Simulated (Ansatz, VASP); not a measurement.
**Two plane-wave programs on Ru3Se**

```
Ru Se
1.0
     3.86726    0.00000    0.00000
     0.00000    3.86726    0.00000
     0.00000    0.00000    3.86726
Ru Se
3 1
Cartesian
  0.0000 1.9336 1.9336
  1.9336 0.0000 1.9336
  1.9336 1.9336 0.0000
  0.0000 0.0000 0.0000
```

Alike in both runs: functional PBE; k mesh 4 × 4 × 4; occupations gaussian, width 0.1 eV; no spin polarisation.

Ansatz relaxed the structure, and its values are those at the end. VASP's run is a single point on that final structure, the one shown.

|  | VASP | Ansatz |
| --- | --- | --- |
| version | VASP 6.6.1 | Ansatz 0.2.0 |
| potentials or method | VASP PAW PBE potentials, release 64 (Ru_pv, Se), cutoff 520 eV | scalar-relativistic, plane waves, PAW |
| valence electrons in the cell | 48 | 64 |

|  | VASP | Ansatz | Ansatz less VASP |
| --- | --- | --- | --- |
| gap on the k mesh at the Fermi level (eV) | none | none | - |
| pressure (GPa) | 0.0 | 0.0 | -0.04 |

A gap of «none» marks a metal or a gap that the smearing closes. VASP's potentials hold 48 valence electrons a cell and Ansatz's 64, so a difference there can come from the potentials and not from the codes.

The k mesh is coarse, so the values compare programs but aren't converged.
